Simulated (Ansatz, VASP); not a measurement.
OsF3: VASP beside Ansatz

```xyz
4
Lattice="3.9549 0.0000 0.0000 0.0000 3.9549 0.0000 0.0000 0.0000 3.9549" Properties=species:S:1:pos:R:3 pbc="T T T"
Os    0.0000    0.0000    0.0000
F     1.9774    0.0000    0.0000
F     0.0000    0.0000    1.9774
F     0.0000    1.9774    0.0000
```

Alike in both runs: task single point; functional PBE; k mesh 10 × 10 × 10; occupations gaussian, width 0.05 eV; collinear spin.

```csv
,VASP,Ansatz
version,VASP 6.6.1,Ansatz 0.2.0
potentials or method,"VASP PAW PBE potentials, release 64 (Os, F), cutoff 520 eV","scalar-relativistic, plane waves, PAW"
valence electrons in the cell,29,37
```

Ansatz gave:

- gap on the k mesh at the Fermi level (eV): none
- pressure (GPa): 7.6
- net moment per atom (μB): 0.06
- size of the moment on the site where the two differ most (μB): 0.13

Q: Estimate VASP's values.

A: gap on the k mesh at the Fermi level (eV): none; pressure (GPa): 9.0; net moment per atom (μB): 0.06; size of the moment on the site where the two differ most (μB): 0.20.

Site moments also hang on the region over which each program counts them. A gap of «none» marks a metal or a gap that the smearing closes. VASP's potentials hold 29 valence electrons a cell and Ansatz's 37, so a difference there can come from the potentials and not from the codes.

Spin-orbit coupling is off throughout.
